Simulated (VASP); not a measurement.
Set up this calculation in VASP 6.6.1, as the native input.

| Quantity | Value |
| --- | --- |
| Task | single point |
| Functional | r2SCAN |
| Potentials or basis | VASP PAW PBE potentials, release 64 (Ge_d) |
| Cutoff | 520 eV |
| k mesh | 9 × 9 × 9 |
| Occupations | tetrahedron |
| Spin | no spin polarisation |
| Dipole correction | no |
| Further INCAR settings | ALGO = Normal; EDIFF = 1e-07; NBANDS = 21 |

Ge:

```xyz
2
Lattice="0.0000 2.8370 2.8370 2.8370 0.0000 2.8370 2.8370 2.8370 0.0000" Properties=species:S:1:pos:R:3 pbc="T T T"
Ge    0.0000    0.0000    0.0000
Ge    1.4185    1.4185    1.4185
```

One way to write it, as run:

POSCAR

```
Ge
1.0
    0.0000000000      2.8369986770      2.8369986770
    2.8369986770      0.0000000000      2.8369986770
    2.8369986770      2.8369986770      0.0000000000
Ge
2
Direct
    0.0000000000      0.0000000000      0.0000000000
    0.2500000000      0.2500000000      0.2500000000
```

INCAR.step1

```
ALGO = Normal ; EDIFF = 1E-4
ENCUT = 520 ; GGA = PE
ISMEAR = -5 ; LASPH = T
LCHARG = F ; LREAL = F
LWAVE = T ; NBANDS = 21
NELM = 60 ; PREC = Accurate
SIGMA = 0.1
```

INCAR.step2

```
ALGO = Normal ; EDIFF = 1E-7
ENCUT = 520 ; ISIF = 2
ISMEAR = -5 ; ISTART = 1
LASPH = T ; LCHARG = F
LMIXTAU = T ; LREAL = F
LWAVE = F ; METAGGA = R2SCAN
NBANDS = 21 ; NELM = 60
PREC = Accurate ; SIGMA = 0.1
```

KPOINTS

```
k-points
0
Gamma
  9 9 9
```

Potentials or basis: VASP PAW PBE potentials, release 64 (Ge_d).

Run with:

```sh
$ cat potpaw_PBE.64/Ge_d/POTCAR > POTCAR
$ cp INCAR.step1 INCAR
$ mpirun -np 1 vasp_std > vasp.out
$ cp INCAR.step2 INCAR
$ mpirun -np 1 vasp_std > vasp.out
```

Results of the run:

The pressure is 0.0 GPa. The band gap on the k mesh is 0.32 eV, direct.

Caveat: the PAW data sets were made with another functional, which shifts forces and pressure a little.

It took 60 s on 1 thread of Intel(R) Xeon(R) 6975P-C (Granite Rapids), on a shared host, peak memory 0.18 GiB.
